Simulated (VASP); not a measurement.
Runs of VASP 6.6.1 on TiAl. The structure is that of space group P-6m2 (No. 187), or close to it. The cells are those of the table. 

| cell | gap on the mesh (eV) | pressure (GPa) |
| --- | --- | --- |
| a = 2.910, b = 2.910, c = 4.818 Å, angles 90.0, 90.0, 120.0°, 2 atoms | none | (b) |
| a = 2.781, b = 2.781, c = 4.678 Å, angles 90.0, 90.0, 120.0°, 2 atoms | none | 3.8 |
| a = 2.824, b = 2.824, c = 4.678 Å, angles 90.0, 90.0, 120.0°, 2 atoms | none | (a) |
| a = 2.867, b = 2.867, c = 4.538 Å, angles 90.0, 90.0, 120.0°, 2 atoms | none | 0.9 |
| a = 2.781, b = 2.781, c = 4.748 Å, angles 90.0, 90.0, 120.0°, 2 atoms | none | 1.9 |

Alike in all rows: task single point; level PBEsol; potentials or basis VASP PAW PBE potentials, release 64 (Ti_sv, Al); no spin polarisation; k mesh 18 × 18 × 10; cutoff (eV) 520; smearing gaussian 0.15 eV.

Fill in the values left out.

(a) 0.3; (b) -8.3.

Caveats: the PAW data sets were made with another functional, which shifts forces and pressure a little.

A gap of «none» marks levels without a gap at the run's occupations.
